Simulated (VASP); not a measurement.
A run of VASP 6.6.1:

The input INCAR:

```
  PREC = Accurate
  ENCUT = 500
  EDIFF = 1E-6
  ISMEAR = -1
  SIGMA = 0.02
  LREAL = False
  LASPH = True
  NELM = 200
  ALGO = Normal
  ISIF = 2
  LWAVE = False
  LCHARG = False
  ISPIN = 2
  MAGMOM = 0 0 0 0
  LORBIT = 11
  GGA = PE
  NBANDS = 30
  GGA_COMPAT = False
```

The input KPOINTS:

```
regular mesh
0
Gamma
  6 6 4
```

Contents of POSCAR:

```
SiGe
1.0
    4.1812584869      0.0000000000      0.0000000000
   -2.0906292435      3.6210760695      0.0000000000
    0.0000000000      0.0000000000      5.5207042643
Ge Si
2 2
Direct
    0.3333333333      0.6666666667      0.2500000000
    0.6666666667      0.3333333333      0.7500000000
    0.6666666667      0.3333333333      0.2500000000
    0.3333333333      0.6666666667      0.7500000000
```

Potentials or basis: VASP PAW PBE potentials, release 64 (Ge_d, Si).

Command:

```bash
$ cat potpaw_PBE.64/Ge_d/POTCAR potpaw_PBE.64/Si/POTCAR > POTCAR
$ mpirun -np 1 vasp_std > vasp.out
```

Hardware: 1 thread of Intel(R) Xeon(R) 6975P-C (Granite Rapids), on a shared host.

Question: Estimate the wall time of this run.

Answer: Wall time 35 s on 1 thread of Intel(R) Xeon(R) 6975P-C (Granite Rapids) (shared host), peak memory 0.25 GiB. Counts: scf iterations 13, k points 21.
